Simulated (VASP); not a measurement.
Runs of VASP 6.6.1 on ScAl3. The structure is that of space group R-3m (No. 166), or close to it. The cells are those of the table. 

| cell | further INCAR settings | gap on the mesh (eV) | pressure (GPa) |
| --- | --- | --- | --- |
| a = 4.221 Å, angles 75.7°, 4 atoms | ALGO = Fast; EDIFF = 1e-07; NBANDS = 18 | none | 17.1 |
| a = 4.608 Å, angles 60.0°, 4 atoms | ALGO = Fast; EDIFF = 1e-07; NBANDS = 18 | none | 59.7 |
| a = 4.317 Å, angles 105.7°, 4 atoms | ALGO = Fast; EDIFF = 1e-06; NBANDS = 18 | none | (a) |
| a = 4.204 Å, angles 101.4°, 4 atoms | ALGO = Fast; EDIFF = 1e-06; NBANDS = 18 | none | 10.4 |

Alike in all rows: task single point; level PBE; potentials or basis VASP PAW PBE potentials, release 64 (Sc_sv, Al); no spin polarisation; k mesh 14 × 14 × 14; cutoff (eV) 520; smearing gaussian 0.15 eV.

**Question.** Fill in the values left out.

**Answer.** (a) 16.0.

Caveats: the cell stands under pressure.

A gap of «none» marks levels without a gap at the run's occupations.
